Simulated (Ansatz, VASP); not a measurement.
**One calculation of InPd, two programs**

INCAR

```
SYSTEM = InPd
  PREC = Accurate
  ENCUT = 520
  EDIFF = 1E-6
  ISMEAR = 0
  SIGMA = 0.15
  LREAL = .False.
  LASPH = .True.
  NELM = 80
  ALGO = Fast
  ISIF = 2
  LWAVE = .False.
  LCHARG = .False.
  GGA = PE
  NBANDS = 18
```

KPOINTS

```
Automatic mesh
0
Gamma
  14 14 14
  0 0 0
```

POSCAR

```
InPd
1.0
    3.2718847800      0.0000000000      0.0000000000
    0.0000000000      3.2718847800      0.0000000000
    0.0000000000      0.0000000000      3.2718847800
In Pd
1 1
Direct
    0.0267429955      0.0000000000      0.0000000000
    0.5000000000      0.5000000000      0.5000000000
```

Input for Ansatz:

```yaml
crystal:
  lattice:
    - [3.27188478, 0.0, 0.0]
    - [0.0, 3.27188478, 0.0]
    - [0.0, 0.0, 3.27188478]
  atoms:
    - { symbol: In, position: [0.0267429955, 0.0, 0.0] }
    - { symbol: Pd, position: [0.5, 0.5, 0.5] }
basis:
  ecutwfc: 420
kpoints:
  mp_grid: { grid: [14, 14, 14] }
hamiltonian:
  xc: pbe
scf:
  occupations: { method: gaussian, width: 0.15 }
output:
  forces: true
  stress: true
  eigenvalues: true
```

Change from the starting cell: all In atoms moved +0.087 Å, as atom 1 along Cartesian [1 0 0].

Alike in both runs: task single point; functional PBE; k mesh 14 × 14 × 14; occupations gaussian, width 0.15 eV; no spin polarisation.

```csv
,VASP,Ansatz
version,VASP 6.6.1,Ansatz 0.2.0
potentials or method,"VASP PAW PBE potentials, release 64 (In_d, Pd), cutoff 520 eV","scalar-relativistic, plane waves, PAW"
valence electrons in the cell,23,31
```

Ansatz gave:

- gap on the k mesh at the Fermi level (eV): none
- pressure (GPa): 4.1
- traceless stress, the component that is largest in VASP (GPa): -0.22
- rms of the force components (eV/Å): 0.211

**Question.** What did VASP give for the same quantities?

**Answer.** gap on the k mesh at the Fermi level (eV): none; pressure (GPa): 4.1; traceless stress, the component that is largest in VASP (GPa): -0.22; rms of the force components (eV/Å): 0.214.

Atom by atom the forces differ by 0.003 eV/Å (rms over components). A gap of «none» marks a metal or a gap that the smearing closes. The functional is the same, so the differences come from potentials, cutoffs and numerics. VASP's potentials hold 23 valence electrons a cell and Ansatz's 31, so a difference there can come from the potentials and not from the codes.
